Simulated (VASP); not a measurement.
## Ge: single point with PBEsol

Crystal: Ge.

```
CELL_PARAMETERS angstrom
1.48805 -2.59469 0.00000
1.48805 2.59469 0.00000
0.00000 0.00000 4.72760
ATOMIC_POSITIONS crystal
Ge 0.66655 0.33345 0.75000
Ge 0.33345 0.66655 0.25000
```

This isn't the form of Ge at room conditions, which is diamond.

```json
{
 "Program": "VASP 6.6.1",
 "Task": "single point",
 "Functional": "PBEsol",
 "Potentials or basis": "VASP PAW PBE potentials, release 64 (Ge_d)",
 "Cutoff": "500 eV",
 "k mesh": "11 × 11 × 6",
 "Occupations": "fermi-dirac, width 0.02 eV",
 "Spin": "no spin polarisation"
}
```

* Pressure: 0.3 GPa
* Largest force: 0.007 eV/Å
* Band gap on the k mesh: zero (bands 14 and 15 overlap by 9.37 eV)

Forces in eV/Å, atoms in the order of the input:
```
Ge   0.000  0.007  0.000
Ge   0.000 -0.007  0.000
```

Stress tensor (GPa, compression positive):
```
-1.96  0.00  0.00
 0.00 -1.79  0.00
 0.00  0.00  4.68
```

Levels at points of the mesh, in eV from the Fermi level:
| k point | band 11 | band 12 | band 13 | band 14 | band 15 | band 16 | band 17 | band 18 |
| --- | --- | --- | --- | --- | --- | --- | --- | --- |
| (0.00, 0.00, 0.00) | -13.47 | -7.58 | -5.63 | 6.51 | 6.62 | 8.59 | 8.70 | 10.01 |
| (0.00, 0.00, 0.50) | -11.79 | -11.79 | 1.78 | 1.78 | 7.65 | 7.65 | 7.76 | 7.76 |

Wall time 49 s on 1 thread of Intel(R) Xeon(R) Platinum 8488C (Sapphire Rapids) (shared host), peak memory 0.21 GiB.

Caveat: the PAW data sets were made with another functional, which shifts forces and pressure a little.
